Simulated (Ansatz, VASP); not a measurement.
BaS in VASP and in Ansatz

```
CELL_PARAMETERS angstrom
0.00000 3.14856 3.14856
3.14856 0.00000 3.14856
3.14856 3.14856 0.00000
ATOMIC_POSITIONS crystal
Ba 0.00000 0.00000 0.00000
S 0.50000 0.50000 0.50000
```

Alike in both runs: task single point; functional PBEsol; k mesh 8 × 8 × 8; occupations gaussian, width 0.02 eV; no spin polarisation.

|  | VASP | Ansatz |
| --- | --- | --- |
| version | VASP 6.6.1 | Ansatz 0.2.0 |
| potentials or method | VASP PAW PBE potentials, release 64 (Ba_sv, S), cutoff 520 eV | scalar-relativistic, plane waves, PAW |
| valence electrons in the cell | 16 | 16 |

```tsv
	VASP	Ansatz	Ansatz less VASP
gap on the k mesh at the Fermi level (eV)	1.90	2.01	+0.108
least direct gap on the mesh (eV)	2.01	2.09	+0.073
pressure (GPa)	1.5	0.8	-0.73
```

VASP's potentials were made for PBE, not for PBEsol.

Neither program's run includes spin-orbit coupling.
